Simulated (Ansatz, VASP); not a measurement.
## HfB in VASP and in Ansatz

```
CELL_PARAMETERS angstrom
0.04620 2.33310 2.33310
2.33310 0.04620 2.33310
2.33310 2.33310 0.04620
ATOMIC_POSITIONS crystal
Hf 0.50000 0.50000 0.50000
B 0.00000 0.00000 0.00000
```

Change from the starting cell: equal xy, yz and zx shear strains of +2 %, crystal datasets.

Alike in both runs: task electric field gradients; functional LDA; k mesh 15 × 15 × 15; occupations fermi-dirac, width 0.05 eV; no spin polarisation.

|  | VASP | Ansatz |
| --- | --- | --- |
| version | VASP 6.6.1 | Ansatz 0.2.0 |
| potentials or method | VASP PAW LDA potentials, release 64 (Hf_pv, B), cutoff 520 eV | all-electron PAW with datasets made for the crystal, scalar-relativistic |

```tsv
	VASP	Ansatz	Ansatz less VASP
pressure (GPa)	20.1	18.3	-1.75
traceless stress, the component that is largest in VASP (GPa)	-1.32	-1.37	-0.055
size of Vzz on the site where it differs most (V/Å²)	13.6	16.1	+2.56
```

LDA's correlation is that of Perdew and Zunger in VASP and of Perdew and Wang (1992) in Ansatz. Ansatz ran all-electron here, and VASP with PAW potentials.

Spin-orbit coupling is off throughout.
